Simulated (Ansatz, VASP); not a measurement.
**Nb in VASP and in Ansatz**

```
CELL_PARAMETERS angstrom
-1.65113 1.65113 1.65113
1.65113 -1.65113 1.65113
1.65113 1.65113 -1.65113
ATOMIC_POSITIONS crystal
Nb 0.00000 0.00000 0.00000
```

Alike in both runs: task single point; functional r2SCAN; k mesh 13 × 13 × 13; occupations methfessel-paxton of order 1, width 0.01 eV; no spin polarisation.

|  | VASP | Ansatz |
| --- | --- | --- |
| version | VASP 6.6.1 | Ansatz 0.2.0 |
| potentials or method | VASP PAW PBE potentials, release 64 (Nb_sv), cutoff 520 eV | plane waves (500 eV) with PAW, scalar-relativistic |
| valence electrons in the cell | 13 | 13 |

|  | VASP | Ansatz | Ansatz less VASP |
| --- | --- | --- | --- |
| pressure (GPa) | -0.7 | -0.5 | +0.17 |

VASP's potentials were made for PBE, not for r2SCAN.
